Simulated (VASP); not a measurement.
# Si16C15 (a cell with a defect) in VASP: notebook, part 2 of 2

VASP 6.6.1. Earlier steps stand in the parts before.

## (4) Single point, PBE, collinear spin (atoms taken out, then relaxed in part)

INCAR

```
PREC = Accurate
ENCUT = 520
EDIFF = 1E-6
ISMEAR = 0
SIGMA = 0.01
LREAL = Auto
LASPH = T
NELM = 150
ALGO = Fast
ISIF = 2
LWAVE = F
LCHARG = F
ISPIN = 2
MAGMOM = 0.25 0 0 0 0 0 0 0 0.25 0 0.25 0.25 0 0 0 0 0 0 0 0 0 0 0 0 0 0 0 0 0 0 0
LORBIT = 11
GGA = PE
NBANDS = 87
NELECT = 125.0
```

KPOINTS

```
Automatic mesh
0
Gamma
  2 2 2
```

POSCAR

```
Si16C15
1.0
    3.0941201777     -5.3591733641      0.0000000000
   -6.1882403654      0.0000000058      0.0000000000
    0.0000000000      0.0000000000    -10.1293391947
Si C
16 15
Direct
    0.3339731968      0.1681635933      0.0643972585
    0.8329473459      0.1662248871      0.0623717488
    0.3354876076      0.6688059732      0.0623559957
    0.8329700153      0.6688084494      0.0623288138
    0.1672817179      0.3343003682      0.5624707945
    0.6666007748      0.3343018989      0.5624967462
    0.1672769709      0.8349669450      0.5624730976
    0.6669914304      0.8345025985      0.5622418872
    0.4930792111      0.4864618389      0.3126238905
    1.0004721237      0.5012001924      0.3111010018
    0.4929552424      1.0086214212      0.3126782613
    1.0140689333      1.0079822811      0.3128262482
   -0.0001518276      0.0009662950      0.8123731725
    0.5008372275      0.0010016346      0.8123546009
    0.0004369501      0.5012109281      0.8126238017
    0.5008489146      0.5019600013      0.8123171242
    0.8345527467      0.1694134878      0.2500818521
    0.3321256944      0.6670319619      0.2500165252
    0.8345170026      0.6669997278      0.2500451848
    0.1669673015      0.3347751234      0.7504743541
    0.6675351130      0.3348049571      0.7504932862
    0.1669564461      0.8342303632      0.7504890057
    0.6671600419      0.8346241450      0.7489451670
   -0.0010656312      0.0004465043      0.5017931441
    0.5010367439      0.0004851284      0.5017682010
    0.0003543273      0.5011641034      0.4996072929
    0.5010443365      0.5025366076      0.5017355231
    0.5016719262      0.0001063803      0.9978188510
    0.9981686451      0.0001230500      0.9978574853
    0.5017179838      0.5037590029      0.9977671451
    1.0004406154      0.5012379348      0.9995017023
```

Run with:

```bash
cat potpaw_PBE.64/Si/POTCAR potpaw_PBE.64/C/POTCAR > POTCAR
mpirun -np 1 vasp_std > vasp.out
```

Run time: 21 min. Hardware: 1 thread of Oxide Virtual Turin-like, shared host; peak memory 0.69 GiB.

Results (log left out):

```yaml
Free_energy: -217.7646 eV
Largest_force: 0.035 eV/Å
Net_moment: 0.25 μB per cell
Site_moments: Si +0.05, +0.00, -0.00 (each value once); C -0.00, +0.01 (each value once) μB
Valence_electrons_inside_the_program's_atomic_spheres: Si 1.65, 1.67, 1.68, 1.61 (each value once); C 2.50, 2.54, 2.55, 2.53 (each value once)
```

Forces on the atoms (eV/Å):
```
Si   0.004  0.000  0.016
Si  -0.014 -0.010  0.008
Si  -0.002  0.015  0.013
Si   0.011 -0.010  0.006
Si  -0.002  0.000 -0.004
Si   0.000  0.001  0.002
Si   0.002  0.001 -0.008
Si   0.000  0.001 -0.007
Si  -0.021 -0.007 -0.026
Si   0.002  0.004 -0.008
Si   0.021 -0.012 -0.023
Si  -0.001 -0.001 -0.023
Si   0.003 -0.006  0.003
Si   0.001  0.009  0.003
Si  -0.006 -0.009 -0.002
Si  -0.001  0.006 -0.001
C   -0.021  0.005  0.020
C   -0.002  0.001  0.010
C    0.011  0.004  0.020
C    0.006 -0.002 -0.006
C    0.003  0.006 -0.002
C    0.002  0.000 -0.004
C    0.001  0.002  0.010
C    0.004 -0.011  0.005
C   -0.013  0.015  0.009
C    0.005 -0.003  0.005
C    0.012  0.007  0.003
C   -0.006  0.002 -0.009
C   -0.002 -0.008 -0.008
C    0.000  0.001 -0.003
C    0.003 -0.001  0.003
```

Levels at points of the mesh, in eV from the Fermi level:
Spin up:
| k point | band 59 | band 60 | band 61 | band 62 | band 63 | band 64 | band 65 | band 66 | band 67 | band 68 |
| --- | --- | --- | --- | --- | --- | --- | --- | --- | --- | --- |
| (0.00, 0.00, 0.00) | -2.36 | -2.09 | -2.09 | -0.30 | 0.25 | 0.25 | 0.40 | 0.40 | 0.79 | 0.99 |
| (0.50, 0.00, 0.00) | -2.82 | -2.72 | -2.43 | -1.38 | -0.31 | 0.88 | 1.76 | 1.81 | 1.83 | 2.00 |
| (0.00, 0.50, 0.00) | -2.82 | -2.72 | -2.43 | -1.38 | -0.31 | 0.88 | 1.76 | 1.81 | 1.84 | 2.01 |
| (0.50, 0.50, 0.00) | -2.82 | -2.72 | -2.42 | -1.38 | -0.31 | 0.88 | 1.76 | 1.81 | 1.84 | 2.01 |
| (0.00, 0.00, 0.50) | -2.44 | -2.14 | -2.14 | -0.86 | 0.55 | 0.55 | 0.70 | 0.70 | 1.01 | 1.11 |
| (0.50, 0.00, 0.50) | -2.87 | -2.80 | -2.73 | -1.15 | 0.00 | 0.76 | 1.92 | 1.92 | 1.95 | 2.06 |
| (0.00, 0.50, 0.50) | -2.87 | -2.80 | -2.72 | -1.15 | 0.00 | 0.75 | 1.92 | 1.92 | 1.95 | 2.06 |
| (0.50, 0.50, 0.50) | -2.87 | -2.80 | -2.72 | -1.15 | 0.00 | 0.75 | 1.92 | 1.92 | 1.95 | 2.06 |
Spin down:
```tsv
k point	band 60	band 61	band 62	band 63	band 64	band 65
(0.00, 0.00, 0.00)	-2.09	-2.08	-0.22	0.27	0.27	0.41
(0.50, 0.00, 0.00)	-2.72	-2.43	-1.35	-0.16	0.92	1.76
(0.00, 0.50, 0.00)	-2.71	-2.42	-1.35	-0.17	0.92	1.76
(0.50, 0.50, 0.00)	-2.71	-2.42	-1.35	-0.17	0.91	1.76
(0.00, 0.00, 0.50)	-2.13	-2.13	-0.73	0.57	0.57	0.71
(0.50, 0.00, 0.50)	-2.79	-2.72	-1.13	0.14	0.79	1.92
(0.00, 0.50, 0.50)	-2.79	-2.72	-1.12	0.15	0.79	1.92
(0.50, 0.50, 0.50)	-2.79	-2.72	-1.12	0.15	0.79	1.93
```

Caveat: the k points lie up to 0.59 Å⁻¹ apart; the cell carries a net charge on a neutralising background, which shifts energy and pressure; the cell differs from its parent crystal (atoms taken out, then relaxed in part); the cell is charged against a uniform background, so pressure and absolute levels hang on convention.

## (5) Relaxation of the atoms, PBE (atoms taken out)

INCAR

```
PREC = Accurate
ENCUT = 520
EDIFF = 1E-6
ISMEAR = 0
SIGMA = 0.01
LREAL = Auto
LASPH = True
NELM = 60
ALGO = Fast
ISIF = 2
LWAVE = False
LCHARG = False
GGA = PE
IBRION = 2
NSW = 65
EDIFFG = -0.025
NELECT = 126.0
KPAR = 2
NCORE = 2
```

KPOINTS is that of step 4.

Edit POSCAR of step 4 so:

```diff
@@ -8,3 +8,3 @@
 Direct
-    0.3339731968      0.1681635933      0.0643972585
+    0.3369498338      0.1727514769      0.0652426447
     0.8329473459      0.1662248871      0.0623717488
@@ -16,6 +16,6 @@
     0.6669914304      0.8345025985      0.5622418872
-    0.4930792111      0.4864618389      0.3126238905
+    0.4940400522      0.4818535455      0.3134849706
     1.0004721237      0.5012001924      0.3111010018
-    0.4929552424      1.0086214212      0.3126782613
-    1.0140689333      1.0079822811      0.3128262482
+    0.4929830682      1.0163531555      0.3132462515
+    1.0130095818      1.0090135222      0.3120780342
    -0.0001518276      0.0009662950      0.8123731725
```

Run with:

```bash
cat potpaw_PBE.64/Si/POTCAR potpaw_PBE.64/C/POTCAR > POTCAR
mpirun -np 4 vasp_std > vasp.out
```

Wall time 9.6 min (4 MPI ranks of Oxide Virtual Turin-like, shared host); peak memory 0.33 GiB.

It converged, with:

* Free energy: -207.9513 eV
* Energy gained by relaxing: 2.7 meV/atom
* Ionic steps: 12
* Largest force after relaxing: 0.017 eV/Å

Forces on the atoms (eV/Å):
```
Si  -0.004 -0.003  0.000
Si   0.005  0.003  0.015
Si   0.003  0.002  0.006
Si  -0.001  0.005  0.014
Si  -0.001  0.001 -0.010
Si   0.002  0.003  0.000
Si  -0.001 -0.004 -0.006
Si  -0.001 -0.003 -0.003
Si  -0.005  0.005  0.000
Si   0.002 -0.003 -0.012
Si   0.013  0.002  0.001
Si   0.001 -0.014  0.009
Si  -0.001 -0.002 -0.004
Si  -0.001  0.001 -0.003
Si  -0.001  0.000 -0.005
Si  -0.001  0.002 -0.001
C   -0.002  0.000 -0.003
C   -0.003  0.001 -0.003
C   -0.001 -0.005  0.000
C   -0.003  0.001  0.003
C    0.000  0.001  0.003
C    0.001  0.000  0.006
C   -0.002 -0.001 -0.006
C   -0.001 -0.006  0.001
C    0.002 -0.001  0.004
C   -0.002  0.001 -0.009
C   -0.004  0.002  0.000
C   -0.001  0.005  0.001
C    0.002  0.000  0.000
C    0.005  0.008  0.002
C    0.000 -0.001  0.001
```

Step by step:
| step | energy change (eV) | largest force (eV/Å) | pressure (GPa) |
| --- | --- | --- | --- |
| 1 | 0.0000 | 0.7171 | 10.30 |
| 2 | -0.0573 | 0.4550 | 10.17 |
| 3 | -0.0614 | 0.3766 | 10.18 |
| 4 | -0.0777 | 0.1576 | 10.04 |
| 5 | -0.0777 | 0.1562 | 10.04 |
| 6 | -0.0821 | 0.0544 | 9.98 |
| 7 | -0.0821 | 0.0537 | 9.98 |
| 8 | -0.0829 | 0.0397 | 9.97 |
| 9 | -0.0829 | 0.0410 | 9.97 |
| 10 | -0.0832 | 0.0316 | 9.98 |
| 11 | -0.0833 | 0.0283 | 9.98 |
| 12 | -0.0835 | 0.0166 | 9.98 |

Final structure:
```
Si C
1.0
     3.09412   -5.35917    0.00000
    -6.18824    0.00000    0.00000
     0.00000    0.00000  -10.12934
Si C
16 15
Direct
  0.33428 0.16850 0.06712
  0.83264 0.16545 0.06294
  0.33716 0.66998 0.06289
  0.83266 0.66996 0.06291
  0.16673 0.33498 0.56128
  0.66780 0.33510 0.56135
  0.16664 0.83397 0.56133
  0.66679 0.83460 0.56271
  0.48713 0.47475 0.31395
  0.00057 0.50156 0.31076
  0.48697 0.01526 0.31398
  0.02592 0.01424 0.31423
  0.99907 0.00070 0.81202
  0.50130 0.00074 0.81199
  0.00056 0.50141 0.81258
  0.50134 0.50295 0.81200
  0.83399 0.16871 0.25013
  0.33339 0.66800 0.25010
  0.83392 0.66776 0.25013
  0.16688 0.33504 0.75000
  0.66790 0.33512 0.75001
  0.16683 0.83405 0.75004
  0.66715 0.83471 0.74880
  0.99770 0.00000 0.50317
  0.50149 0.00026 0.50313
  0.00043 0.50132 0.49917
  0.50156 0.50368 0.50306
  0.50233 0.00032 0.99620
  0.99792 0.00034 0.99629
  0.50236 0.50480 0.99618
  0.00075 0.50169 0.99951
```

Levels at points of the mesh, in eV from the Fermi level:
| k point | band 61 | band 62 | band 63 | band 64 | band 65 | band 66 |
| --- | --- | --- | --- | --- | --- | --- |
| (0.00, 0.00, 0.00) | -2.32 | -0.55 | -0.08 | -0.08 | 0.10 | 0.10 |
| (0.50, 0.00, 0.00) | -2.58 | -1.70 | -0.62 | 0.56 | 1.49 | 1.53 |
| (0.00, 0.50, 0.00) | -2.58 | -1.69 | -0.62 | 0.55 | 1.49 | 1.53 |
| (0.50, 0.50, 0.00) | -2.58 | -1.69 | -0.62 | 0.55 | 1.49 | 1.53 |
| (0.00, 0.00, 0.50) | -2.38 | -1.13 | 0.21 | 0.21 | 0.42 | 0.42 |
| (0.50, 0.00, 0.50) | -2.81 | -1.47 | -0.32 | 0.45 | 1.61 | 1.63 |
| (0.00, 0.50, 0.50) | -2.80 | -1.46 | -0.32 | 0.44 | 1.61 | 1.63 |
| (0.50, 0.50, 0.50) | -2.80 | -1.46 | -0.32 | 0.44 | 1.61 | 1.63 |

Caveat: the k points lie up to 0.59 Å⁻¹ apart; the cell carries a net charge on a neutralising background, which shifts energy and pressure; the cell differs from its parent crystal (atoms taken out); the cell is charged against a uniform background, so pressure and absolute levels hang on convention.
